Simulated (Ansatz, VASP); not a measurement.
**SrO in VASP and in Ansatz**

```
Sr O
1.0
     0.00000    2.48944    2.73838
     2.48944    0.00000    2.73838
     2.48944    2.48944    0.00000
Sr O
1 1
Direct
  0.00000 0.00000 0.00000
  0.50000 0.50000 0.50000
```

Alike in both runs: task single point; functional r2SCAN; k mesh 8 × 8 × 8; occupations gaussian, width 0.05 eV; no spin polarisation.

|  | VASP | Ansatz |
| --- | --- | --- |
| version | VASP 6.6.1 | Ansatz 0.2.0 |
| potentials or method | VASP PAW PBE potentials, release 64 (Sr_sv, O), cutoff 520 eV | scalar-relativistic, plane waves, PAW |
| valence electrons in the cell | 16 | 16 |

VASP gave:

- gap on the k mesh at the Fermi level (eV): 3.57
- least direct gap on the mesh (eV): 3.60
- pressure (GPa): 3.6
- traceless stress, the component that is largest in VASP (GPa): -8.52

Problem. Estimate Ansatz's values.

Solution. gap on the k mesh at the Fermi level (eV): 3.62; least direct gap on the mesh (eV): 3.64; pressure (GPa): 3.0; traceless stress, the component that is largest in VASP (GPa): -8.12.

VASP's potentials were made for PBE, not for r2SCAN.
